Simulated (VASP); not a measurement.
# Sb (P6_3/mmc) in VASP: a series of runs

Sb is run at these levels: PBEsol; tasks: relaxation of cell and atoms.

All numbers are computed with VASP 6.6.1; they aren't measurements. Logs are shortened: lines on timing, memory, paths and dates and some standing lists are left out, and cuts for length are marked.

## (1) The cell of the first run

Symmetry: P6_3/mmc, No. 194, hexagonal system. Conventional cell: a = 3.097 Å, b = 3.097 Å, c = 5.099 Å, α = 90.00°, β = 90.00°, γ = 120.00°. Within 4.1 Å of Sb (site symmetry -6m2) lie 12 Sb at 3.10 to 3.11 Å.

## (2) Relaxation of cell and atoms, PBEsol, target pressure 25 GPa, at which the enthalpy is minimised

The input, INCAR:

```
PREC = Accurate
ENCUT = 500
EDIFF = 1E-7
ISMEAR = 0
SIGMA = 0.1
LREAL = False
LASPH = True
NELM = 120
ALGO = Normal
ISIF = 3
LWAVE = False
LCHARG = False
GGA = PS
IBRION = 2
NSW = 70
EDIFFG = -0.008
PSTRESS = 250.0
GGA_COMPAT = False
NELMIN = 4
```

The input, KPOINTS:

```
regular mesh
0
Gamma
  15 15 8
```

The input, POSCAR:

```
Sb
1.0
    3.0965062929      0.0000000000      0.0000000000
   -1.5482531465      2.6816531126      0.0000000000
    0.0000000000      0.0000000000      5.0994270429
Sb
2
Direct
    0.3333333333      0.6666666667      0.2500000000
    0.6666666667      0.3333333333      0.7500000000
```

Potentials or basis: VASP PAW PBE potentials, release 64 (Sb).

Command:

```console
$ cat potpaw_PBE.64/Sb/POTCAR > POTCAR
$ mpirun -np 1 vasp_std > vasp.out
```

OUTCAR:

```text
PREC = Accurate
   ENCUT = 500
   EDIFF = 1E-7
   ISMEAR = 0
   LREAL = False
   LASPH = True
   NELM = 120
   ISIF = 3
   GGA = PS
   IBRION = 2
   NSW = 70
   EDIFFG = -0.008
   PSTRESS = 250.0
   NELMIN = 4

 ion  position               nearest neighbor table
   1  0.333  0.667  0.250-   2 3.11   2 3.11   2 3.11   2 3.11   2 3.11   2 3.11
   2  0.667  0.333  0.750-   1 3.11   1 3.11   1 3.11   1 3.11   1 3.11   1 3.11

  LATTYP: Found a hexagonal cell.
 ALAT       =     3.0965062929
 C/A-ratio  =     1.6468324494

  Lattice vectors:

 A1 = (   3.0965062929,   0.0000000000,   0.0000000000)
 A2 = (  -1.5482531465,   2.6816531126,   0.0000000000)
 A3 = (   0.0000000000,   0.0000000000,   5.0994270429)

Analysis of symmetry for initial positions (statically):
=====================================================================
 Subroutine PRICEL returns:
 Original cell was already a primitive cell.

 Routine SETGRP: Setting up the symmetry group for a
 hexagonal supercell.

 Subroutine GETGRP returns: Found 24 space group operations
 (whereof 12 operations were pure point group operations)
 out of a pool of 24 trial point group operations.

The static configuration has the point symmetry D_3d.
 The point group associated with its full space group is D_6h.

Analysis of symmetry for dynamics (positions and initial velocities):
=====================================================================
 Subroutine PRICEL returns:
 Original cell was already a primitive cell.

 Routine SETGRP: Setting up the symmetry group for a
 hexagonal supercell.

 Subroutine GETGRP returns: Found 24 space group operations
 (whereof 12 operations were pure point group operations)
 out of a pool of 24 trial point group operations.

The dynamic configuration has the point symmetry D_3d.
 The point group associated with its full space group is D_6h.

 Subroutine INISYM returns: Found 24 space group operations
 (whereof 12 operations are pure point group operations),
 and found     1 'primitive' translations

----------------------------------------------------------------------------------------

                                     Primitive cell

  volume of cell :      42.3444

  direct lattice vectors                    reciprocal lattice vectors
     3.096506293  0.000000000  0.000000000     0.322944604  0.186452154  0.000000000
    -1.548253147  2.681653113  0.000000000     0.000000000  0.372904309  0.000000000
[... 99 lines left out ...]
   EFERMI =   0.00;   METHOD = LEGACY
   ISMEAR =     0;   SIGMA  =   0.10  broadening in eV -4-tet -1-fermi 0-gaus
   EFERMI_NEDOS =   21; number of points for ismear=-14 and -15
   IALGO  =     38    algorithm
   IMIX   =      4    mixing-type and parameters
     AMIX     =   0.40;   BMIX     =  1.00
     AMIX_MAG =   1.60;   BMIX_MAG =  1.00
  volume/ion in A,a.u.               =      21.17       142.88
  Fermi-wavevector in a.u.,A,eV,Ry     =   1.011912  1.912237 13.931908  1.023966
  Thomas-Fermi vector in A             =   2.144990
   LORBIT       =      0    0 simple, 1 ext, 2 COOP (PROOUT), +10 PAW based schemes
   GGA     = PS    functional components
   LHFCALC =     F    Hartree Fock is set to
   AEXX    =    0.0000 exact exchange contribution
   IVDW    =     0    specifies the selected vdW correction
   LEPSILON=     F    determine dielectric tensor
   LRPA    =     F    only Hartree local field effects (RPA)
 conjugate gradient relaxation of ions
 non-spin polarized calculation
 Gauss-broadening in eV      SIGMA  =   0.10
  energy-cutoff  :      500.00
  volume of cell :       42.34
 maximum number of plane-waves:      1099
 NGX is ok and might be reduce to    24
   NGX = 11   NGY = 11   NGZ = 19

--------------------------------------- Ionic step        1  -------------------------------------------

 number of electron      10.0000000 magnetization

 Free energy of the ion-electron system (eV)
  ---------------------------------------------------
  ext. energy  EPLUGINS =         0.00000000
  ---------------------------------------------------
  free energy    TOTEN  =        -8.08494366 eV

  energy without entropy =       -8.08015511  energy(sigma->0) =       -8.08254938

------------------------ aborting loop because EDIFF is reached ----------------------------------------

  FORCE on cell =-STRESS in cart. coord.  units (eV):
  Direction    XX          YY          ZZ          XY          YZ          ZX
  --------------------------------------------------------------------------------------
  -------------------------------------------------------------------------------------
  Total        6.2127581      6.2127581      6.2879002     -0.0000000     -0.0000000      0.0000000
  in kB      235.0710119    235.0710118    237.9141516     -0.0000000     -0.0000000      0.0000000
  external PRESSURE =     -13.9812749 kB  Pullay stress =     250.0000000 kB
[... 139 lines left out ...]
--------------------------------------- Ionic step        5  -------------------------------------------

 number of electron      10.0000000 magnetization

 Free energy of the ion-electron system (eV)
  ---------------------------------------------------
  ext. energy  EPLUGINS =         0.00000000
  ---------------------------------------------------
  free energy    TOTEN  =        -8.03110591 eV

  energy without entropy =       -8.02637513  energy(sigma->0) =       -8.02874052

 E-fermi :  12.0945     XC(G=0): -11.4416

 val. band max:       12.0915526612   @ k =   0.3333   0.2000   0.2500
 cond. band min:      12.1271416102   @ k =   0.1333   0.1333   0.3750
 fundamental gap:      0.0355889490
 Fermi energy:        12.0944916171

 k-point     1 :       0.0000    0.0000    0.0000
  band No.  band energies     occupation
      1      -3.1705      2.00000
      2       2.0152      2.00000
      3       4.3799      2.00000
      4      17.0092      0.00000
      5      17.0092      0.00000
      6      19.1044      0.00000
      7      19.1044      0.00000
      8      19.2718      0.00000
      9      21.0438      0.00000
[... 265 lines left out ...]
 k-point    24 :       0.4000    0.2000    0.0000
  band No.  band energies     occupation
      1       2.3843      2.00000
      2       3.5530      2.00000
      3       7.3115      2.00000
      4       8.8731      2.00000
      5       9.2247      2.00000
      6       9.6661      2.00000
      7      11.5621      2.00000
      8      13.0672      0.00000
      9      16.2692      0.00000

 [... further k-points ...]

------------------------ aborting loop because EDIFF is reached ----------------------------------------

  FORCE on cell =-STRESS in cart. coord.  units (eV):
  Direction    XX          YY          ZZ          XY          YZ          ZX
  --------------------------------------------------------------------------------------
  -------------------------------------------------------------------------------------
  Total        6.5646448      6.5646448      6.5462043     -0.0000000      0.0000000      0.0000000
  in kB      250.4860091    250.4860091    249.7823766     -0.0000000      0.0000000      0.0000000
  external PRESSURE =       0.2514650 kB  Pullay stress =     250.0000000 kB
[... 21 lines left out ...]
  energy  without entropy=       -8.0263751334  energy(sigma->0) =       -8.02874052

  enthalpy is  TOTEN    =        -1.4791982429 eV   P V=        6.5519076645

 reached required accuracy - stopping structural energy minimisation
```

OSZICAR:

```text
N       E                     dE             d eps       ncg     rms          rms(c)
DAV:   1     0.385687789248E+02    0.38569E+02   -0.37649E+03  2430   0.878E+02
DAV:   2    -0.653968954800E+01   -0.45108E+02   -0.43930E+02  3312   0.133E+02
[... 31 lines left out ...]
   4 F= -.14791879E+01 E0= -.14767857E+01  d E =-.156478E-02
       N       E                     dE             d eps       ncg     rms          rms(c)
DAV:   1    -0.803111672211E+01   -0.28419E-03   -0.83163E-04  2810   0.175E-01    0.159E-02
DAV:   2    -0.803110979094E+01    0.69312E-05   -0.22767E-05  2536   0.386E-02    0.857E-03
DAV:   3    -0.803110587523E+01    0.39157E-05   -0.90423E-06  2632   0.173E-02    0.914E-04
DAV:   4    -0.803110590742E+01   -0.32192E-07   -0.32540E-07  2246   0.448E-03
   5 F= -.14791982E+01 E0= -.14768329E+01  d E =-.103235E-04
```

CONTCAR:

```text
Sb
   1.00000000000000
     3.0861791751820462   -0.0000000000114897    0.0000000000000000
    -1.5430895876508064    2.6727095663023710    0.0000000000000000
     0.0000000000000000   -0.0000000000000000    5.0905585569227023
  Sb
     2
Direct
     0.3333333332999970    0.6666666667000030    0.2500000000000000
     0.6666666667000030    0.3333333332999970    0.7500000000000000

  0.00000000E+00  0.00000000E+00  0.00000000E+00
  0.00000000E+00  0.00000000E+00  0.00000000E+00
```

It took 2.2 min on 1 thread of Intel Xeon 8259CL, shared host; peak memory 0.2 GiB.

What came out:

```
Free energy                                            : -8.0311 eV
Relaxed volume                                         : 20.99 Å³/atom
Relaxed cell                                           : a = 3.086 Å, b = 3.086 Å, c = 5.091 Å, α = 90.00°, β = 90.00°, γ = 120.00°
Space group after relaxing (to 0.05 Å)                 : P6_3/mmc (No. 194)
Energy change on relaxing (the enthalpy is what falls) : +26.9 meV/atom
Ionic steps                                            : 5
Pressure after relaxing                                : 25.0 GPa
Band gap on the k mesh                                 : zero (band 5 reaches 18.12 eV, above the bottom of band 6 at 7.63 eV)
```

The path:
| step | energy change (eV) | largest force (eV/Å) | pressure (GPa) | volume (Å³) |
| --- | --- | --- | --- | --- |
| 1 | 0.0000 | 0.0000 | 23.60 | 42.34 |
| 2 | 0.1814 | 0.0000 | 28.31 | 41.22 |
| 3 | 0.0530 | 0.0000 | 25.01 | 41.99 |
| 4 | 0.0541 | 0.0000 | 25.03 | 41.99 |
| 5 | 0.0538 | 0.0000 | 25.03 | 41.99 |

Final structure:
```cif
data_structure
_symmetry_space_group_name_H-M 'P 1'
_symmetry_Int_Tables_number 1
_cell_length_a 3.0862
_cell_length_b 3.0862
_cell_length_c 5.0906
_cell_angle_alpha 90.000
_cell_angle_beta 90.000
_cell_angle_gamma 120.000
_cell_volume 41.99
loop_
_atom_site_label
_atom_site_type_symbol
_atom_site_fract_x
_atom_site_fract_y
_atom_site_fract_z
_atom_site_occupancy
Sb1 Sb 0.33333 0.66667 0.25000 1
Sb2 Sb 0.66667 0.33333 0.75000 1
```

Caveat: the cell is relaxed towards a set pressure, so the enthalpy falls and the energy may rise; the PAW data sets were made with another functional, which shifts forces and pressure a little; spin-orbit coupling is left out, which moves the levels of the heavy elements.

## (3) Relaxation of cell and atoms, PBEsol, target pressure 12 GPa, at which the enthalpy is minimised

This run uses another cell than the first one, of 22.92 Å³/atom, 1.083 times its volume.

The input, INCAR:

```
ALGO = Normal
EDIFF = 1E-7
EDIFFG = -0.008
ENCUT = 500
GGA = PS
GGA_COMPAT = F
IBRION = 2
ISIF = 3
ISMEAR = 0
LASPH = T
LCHARG = F
LREAL = F
LWAVE = F
NELM = 120
NELMIN = 4
NSW = 70
PREC = Accurate
PSTRESS = 120.0
SIGMA = 0.1
```

The input, KPOINTS:

```
k-points
0
Gamma
  15 15 8
```

The input, POSCAR:

```
Sb
1.0
    3.1797199157      0.0000000000      0.0000000000
   -1.5898599579      2.7537182239      0.0000000000
    0.0000000000      0.0000000000      5.2355939884
Sb
2
Direct
    0.3333333333      0.6666666667      0.2500000000
    0.6666666667      0.3333333333      0.7500000000
```

Potentials or basis: VASP PAW PBE potentials, release 64 (Sb).

Command:

```console
$ cat potpaw_PBE.64/Sb/POTCAR > POTCAR
$ mpirun -np 1 vasp_std > vasp.out
```

OUTCAR:

```text
EDIFF = 1E-7
   EDIFFG = -0.008
   ENCUT = 500
   GGA = PS
   IBRION = 2
   ISIF = 3
   ISMEAR = 0
   LASPH = T
   LREAL = F
   NELM = 120
   NELMIN = 4
   NSW = 70
   PREC = Accurate
   PSTRESS = 120.0

 ion  position               nearest neighbor table
   1  0.333  0.667  0.250-   2 3.20   2 3.20   2 3.20   2 3.20   2 3.20   2 3.20
   2  0.667  0.333  0.750-   1 3.20   1 3.20   1 3.20   1 3.20   1 3.20   1 3.20

  LATTYP: Found a hexagonal cell.
 ALAT       =     3.1797199157
 C/A-ratio  =     1.6465582275

  Lattice vectors:

 A1 = (   3.1797199157,   0.0000000000,   0.0000000000)
 A2 = (  -1.5898599579,   2.7537182239,   0.0000000000)
 A3 = (   0.0000000000,   0.0000000000,   5.2355939884)

Analysis of symmetry for initial positions (statically):
=====================================================================
 Subroutine PRICEL returns:
 Original cell was already a primitive cell.

 Routine SETGRP: Setting up the symmetry group for a
 hexagonal supercell.

 Subroutine GETGRP returns: Found 24 space group operations
 (whereof 12 operations were pure point group operations)
 out of a pool of 24 trial point group operations.

The static configuration has the point symmetry D_3d.
 The point group associated with its full space group is D_6h.

Analysis of symmetry for dynamics (positions and initial velocities):
=====================================================================
 Subroutine PRICEL returns:
 Original cell was already a primitive cell.

 Routine SETGRP: Setting up the symmetry group for a
 hexagonal supercell.

 Subroutine GETGRP returns: Found 24 space group operations
 (whereof 12 operations were pure point group operations)
 out of a pool of 24 trial point group operations.

The dynamic configuration has the point symmetry D_3d.
 The point group associated with its full space group is D_6h.

 Subroutine INISYM returns: Found 24 space group operations
 (whereof 12 operations are pure point group operations),
[... 124 lines left out ...]
   IVDW    =     0    specifies the selected vdW correction
   LEPSILON=     F    determine dielectric tensor
   LRPA    =     F    only Hartree local field effects (RPA)
 conjugate gradient relaxation of ions
 non-spin polarized calculation
 Gauss-broadening in eV      SIGMA  =   0.10
  energy-cutoff  :      500.00
  volume of cell :       45.84
 maximum number of plane-waves:      1184
 NGX is ok and might be reduce to    24
   NGX = 11   NGY = 11   NGZ = 19

--------------------------------------- Ionic step        1  -------------------------------------------

 number of electron      10.0000000 magnetization

 number of electron       9.9999999 magnetization

 Free energy of the ion-electron system (eV)
  ---------------------------------------------------
  ext. energy  EPLUGINS =         0.00000000
  ---------------------------------------------------
  free energy    TOTEN  =        -8.46769083 eV

  energy without entropy =       -8.46174371  energy(sigma->0) =       -8.46471727

------------------------ aborting loop because EDIFF is reached ----------------------------------------

  FORCE on cell =-STRESS in cart. coord.  units (eV):
  Direction    XX          YY          ZZ          XY          YZ          ZX
  --------------------------------------------------------------------------------------
  -------------------------------------------------------------------------------------
  Total        3.4920588      3.4920588      3.5025067     -0.0000000      0.0000000     -0.0000000
  in kB      122.0443839    122.0443839    122.4095317     -0.0000000      0.0000000     -0.0000000
  external PRESSURE =       2.1660998 kB  Pullay stress =     120.0000000 kB
[... 63 lines left out ...]
--------------------------------------- Ionic step        3  -------------------------------------------

 number of electron       9.9999999 magnetization

 Free energy of the ion-electron system (eV)
  ---------------------------------------------------
  ext. energy  EPLUGINS =         0.00000000
  ---------------------------------------------------
  free energy    TOTEN  =        -8.47370320 eV

  energy without entropy =       -8.46769978  energy(sigma->0) =       -8.47070149

 E-fermi :  10.6687     XC(G=0): -11.0341

 val. band max:       10.6551803355   @ k =   0.2667   0.0667   0.0000
 cond. band min:      10.6759149763   @ k =   0.1333   0.1333   0.3750
 fundamental gap:      0.0207346408
 Fermi energy:        10.6687070636

 k-point     1 :       0.0000    0.0000    0.0000
  band No.  band energies     occupation
      1      -3.6955      2.00000
      2       0.9234      2.00000
      3       3.6681      2.00000
      4      15.0854      0.00000
      5      15.0854      0.00000
      6      17.0102      0.00000
      7      17.0102      0.00000
      8      17.1408      0.00000
      9      19.2016      0.00000
[... 265 lines left out ...]
 k-point    24 :       0.4000    0.2000    0.0000
  band No.  band energies     occupation
      1       1.2945      2.00000
      2       2.4558      2.00000
      3       6.0419      2.00000
      4       7.6676      2.00000
      5       8.0725      2.00000
      6       8.5088      2.00000
      7      10.2971      2.00000
      8      11.5010      0.00000
      9      14.9474      0.00000

 [... further k-points ...]
[... 5 lines left out ...]
  --------------------------------------------------------------------------------------
  -------------------------------------------------------------------------------------
  Total        3.4388204      3.4388204      3.4430496     -0.0000000      0.0000000      0.0000000
  in kB      119.9755653    119.9755653    120.1231182     -0.0000000      0.0000000      0.0000000
  external PRESSURE =       0.0247496 kB  Pullay stress =     120.0000000 kB
[... 21 lines left out ...]
  energy  without entropy=       -8.4676997803  energy(sigma->0) =       -8.47070149

  enthalpy is  TOTEN    =        -5.0341824862 eV   P V=        3.4395207139

 reached required accuracy - stopping structural energy minimisation
```

OSZICAR:

```text
N       E                     dE             d eps       ncg     rms          rms(c)
DAV:   1     0.376262141835E+02    0.37626E+02   -0.37451E+03  2430   0.875E+02
DAV:   2    -0.704245749147E+01   -0.44669E+02   -0.43668E+02  3429   0.129E+02
DAV:   3    -0.847288820085E+01   -0.14304E+01   -0.14162E+01  3172   0.284E+01
DAV:   4    -0.848235710386E+01   -0.94689E-02   -0.94339E-02  2794   0.265E+00
[... 15 lines left out ...]
       N       E                     dE             d eps       ncg     rms          rms(c)
DAV:   1    -0.847378099653E+01    0.92601E-02   -0.27332E-03  2618   0.302E-01    0.464E-02
DAV:   2    -0.847372966204E+01    0.51334E-04   -0.38506E-05  2518   0.494E-02    0.254E-02
DAV:   3    -0.847370329665E+01    0.26365E-04   -0.43867E-05  2550   0.381E-02    0.695E-03
DAV:   4    -0.847370320010E+01    0.96556E-07   -0.22944E-07  2467   0.473E-03
   3 F= -.50341825E+01 E0= -.50311808E+01  d E =-.544142E-04
```

CONTCAR:

```text
Sb
   1.00000000000000
     3.1814547326218903   -0.0000000000018805   -0.0000000000000000
    -1.5907273663626009    2.7552206194251934    0.0000000000000000
    -0.0000000000000000    0.0000000000000000    5.2389606614888216
  Sb
     2
Direct
     0.3333333332999970    0.6666666667000030    0.2500000000000000
     0.6666666667000030    0.3333333332999970    0.7500000000000000

  0.00000000E+00  0.00000000E+00  0.00000000E+00
  0.00000000E+00  0.00000000E+00  0.00000000E+00
```

Wall time 86 s (1 thread of Intel Xeon 8259CL, shared host); peak memory 0.2 GiB.

What came out:

```yaml
Free_energy: -8.4737 eV
Relaxed_volume: 22.96 Å³/atom
Relaxed_cell: a = 3.181 Å, b = 3.181 Å, c = 5.239 Å, α = 90.00°, β = 90.00°, γ = 120.00°
Space_group_after_relaxing_to_0.05_Å: P6_3/mmc (No. 194)
Energy_change_on_relaxing_the_enthalpy_is_what_falls: -3.0 meV/atom
Ionic_steps: 3
Pressure_after_relaxing: 12.0 GPa
Band_gap_on_the_k_mesh: zero (band 5 reaches 16.07 eV, above the bottom of band 6 at 6.66 eV)
```

The path:
| step | energy change (eV) | largest force (eV/Å) | pressure (GPa) | volume (Å³) |
| --- | --- | --- | --- | --- |
| 1 | 0.0000 | 0.0000 | 12.22 | 45.84 |
| 2 | -0.0154 | 0.0000 | 11.69 | 46.05 |
| 3 | -0.0060 | 0.0000 | 12.00 | 45.92 |

Final structure:
```yaml
crystal:
  lattice:
    - [3.18145, 0.00000, 0.00000]
    - [-1.59073, 2.75522, 0.00000]
    - [0.00000, 0.00000, 5.23896]
  atoms:
    - { symbol: Sb, position: [0.33333, 0.66667, 0.25000] }
    - { symbol: Sb, position: [0.66667, 0.33333, 0.75000] }
```

Caveat: the cell is relaxed towards a set pressure, so the enthalpy falls and the energy may rise; the PAW data sets were made with another functional, which shifts forces and pressure a little; spin-orbit coupling is left out, which moves the levels of the heavy elements.

(Part 1 of 2 ends here.)
